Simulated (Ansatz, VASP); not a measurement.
# SiC: VASP beside Ansatz

The input INCAR:

```
SYSTEM = SiC
  PREC = Accurate
  ENCUT = 520
  EDIFF = 1E-6
  ISMEAR = 0
  SIGMA = 0.05
  LREAL = .False.
  LASPH = .True.
  NELM = 100
  ALGO = Normal
  ISIF = 2
  LWAVE = .False.
  LCHARG = .False.
  GGA = PS
  NBANDS = 11
```

Contents of KPOINTS:

```
regular mesh
0
Gamma
  12 12 12
  0 0 0
```

The input POSCAR:

```
SiC
1.0
    0.0000000000      2.1929647276      2.1929647276
    2.1929647276      0.0000000000      2.1929647276
    2.1640175932      2.1640175932      0.0289471344
Si C
1 1
Direct
    0.0000000000      0.0000000000      0.0000000000
    0.7500000000      0.7500000000      0.7500000000
```

Input for Ansatz:

```yaml
crystal:
  lattice:
    - [0.0, 2.1929647276, 2.1929647276]
    - [2.1929647276, 0.0, 2.1929647276]
    - [2.1640175932, 2.1640175932, 0.0289471344]
  atoms:
    - { symbol: Si, position: [0.0, 0.0, 0.0] }
    - { symbol: C, position: [0.75, 0.75, 0.75] }
basis:
  ecutwfc: 520.0
kpoints:
  mp_grid: { grid: [12, 12, 12] }
hamiltonian:
  xc: pbesol
  pseudopotentials: { kind: paw, azcp: { folder: soft_1 } }
scf:
  occupations: { method: gaussian, width: 0.05 }
output:
  forces: true
  stress: true
  eigenvalues: true
```

Alike in both runs: task single point; functional PBEsol; k mesh 12 × 12 × 12; occupations gaussian, width 0.05 eV; no spin polarisation.

|  | VASP | Ansatz |
| --- | --- | --- |
| version | VASP 6.6.1 | Ansatz 0.2.0 |
| potentials or method | VASP PAW PBE potentials, release 64 (Si, C), cutoff 520 eV | scalar-relativistic, plane waves, PAW |
| valence electrons in the cell | 8 | 8 |

Ansatz gave:

```
gap on the k mesh at the Fermi level (eV)                     : 1.16
least direct gap on the mesh (eV)                             : 4.34
pressure (GPa)                                                : 0.1
traceless stress, the component that is largest in VASP (GPa) : 3.69
rms of the force components (eV/Å)                            : 0.125
```

Question: Which values does VASP return?

Answer: gap on the k mesh at the Fermi level (eV): 1.15; least direct gap on the mesh (eV): 4.33; pressure (GPa): 0.5; traceless stress, the component that is largest in VASP (GPa): 3.72; rms of the force components (eV/Å): 0.127.

VASP's potentials were made for PBE, not for PBEsol, and Ansatz warns of the same on its side. Atom by atom the forces differ by 0.002 eV/Å (rms over components).
